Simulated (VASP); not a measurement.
Write the native input for VASP 6.6.1 that does the following.

```
Task                   : single point
Functional             : r2SCAN
Potentials or basis    : VASP PAW PBE potentials, release 64 (Ta_pv, Si)
Cutoff                 : 550 eV
k mesh                 : 12 × 12 × 6
Occupations            : gaussian, width 0.15 eV
Spin                   : no spin polarisation
Dipole correction      : no
Further INCAR settings : ALGO = Normal; EDIFF = 1e-06; NBANDS = 38
```

TaSi2:

```
Ta Si
1.0
     4.66047    0.00000    0.00000
    -2.33023    4.03608    0.00000
     0.00000    0.00000    6.22702
Ta Si
3 6
Direct
  0.50000 0.00000 0.00000
  0.50000 0.50000 0.66667
  0.00000 0.50000 0.33333
  0.15827 0.31655 0.00000
  0.84173 0.15827 0.66667
  0.68345 0.84173 0.33333
  0.84173 0.68345 0.00000
  0.15827 0.84173 0.66667
  0.31655 0.15827 0.33333
```

This cell differs from its parent crystal: strain -0.025 along x and y, -0.050 along z.

The input as run:

POSCAR

```
TaSi2
1.0
    4.6604683519      0.0000000000      0.0000000000
   -2.3302341760      4.0360839863      0.0000000000
    0.0000000000      0.0000000000      6.2270176254
Ta Si
3 6
Direct
    0.5000000000      0.0000000000      0.0000000000
    0.5000000000      0.5000000000      0.6666666667
    0.0000000000      0.5000000000      0.3333333333
    0.1582725695      0.3165451391      0.0000000000
    0.8417274305      0.1582725695      0.6666666667
    0.6834548609      0.8417274305      0.3333333333
    0.8417274305      0.6834548609      0.0000000000
    0.1582725695      0.8417274305      0.6666666667
    0.3165451391      0.1582725695      0.3333333333
```

INCAR.step1

```
PREC     = Accurate       # precision mode
ENCUT    = 550            # plane-wave cutoff, eV
ISMEAR   = 0              # smearing method
SIGMA    = 0.15           # smearing width, eV
LREAL    = F              # projectors in reciprocal space
LASPH    = T              # aspherical terms in the spheres
NELM     = 120            # most SCF steps
NBANDS   = 38             # bands
GGA      = PE             # functional
ALGO     = Normal         # electronic algorithm
EDIFF    = 1E-5           # SCF threshold, eV
LWAVE    = T              # write WAVECAR
LCHARG   = F              # write CHGCAR
GGA_COMPAT= F
```

INCAR.step2

```
PREC     = Accurate       # precision mode
ENCUT    = 550            # plane-wave cutoff, eV
EDIFF    = 1E-6           # SCF threshold, eV
ISMEAR   = 0              # smearing method
SIGMA    = 0.15           # smearing width, eV
LREAL    = F              # projectors in reciprocal space
LASPH    = T              # aspherical terms in the spheres
NELM     = 120            # most SCF steps
ALGO     = Normal         # electronic algorithm
ISIF     = 2              # what is computed and relaxed
LWAVE    = F              # write WAVECAR
LCHARG   = F              # write CHGCAR
METAGGA  = R2SCAN         # meta-GGA
LMIXTAU  = T            
NBANDS   = 38             # bands
ISTART   = 1            
GGA_COMPAT= F
```

KPOINTS

```
regular mesh
0
Gamma
  12 12 6
```

Potentials or basis: VASP PAW PBE potentials, release 64 (Ta_pv, Si).

The run is started by

```console
$ cat potpaw_PBE.64/Ta_pv/POTCAR potpaw_PBE.64/Si/POTCAR > POTCAR
$ cp INCAR.step1 INCAR
$ mpirun -np 1 vasp_std > vasp.out
$ cp INCAR.step2 INCAR
$ mpirun -np 1 vasp_std > vasp.out
```

Results of the run:

```json
{
  "Pressure": "26.5 GPa",
  "Largest force": "0.109 eV/Å",
  "Band gap on the k mesh": "zero (an odd number of electrons rules out a gap without spin polarisation)"
}
```

Caveat: the cell differs from its parent crystal (strain -0.025 along x and y, -0.050 along z); the stress differs along the axes, from 21 to 38 GPa; the PAW data sets were made with another functional, which shifts forces and pressure a little; spin-orbit coupling is left out, which moves the levels of the heavy elements; an odd number of electrons without spin polarisation forces a metal; a magnetic or distorted state may lie lower.

It took 43 min on 1 thread of Oxide Virtual Turin-like Processor (shared host), peak memory 0.41 GiB.
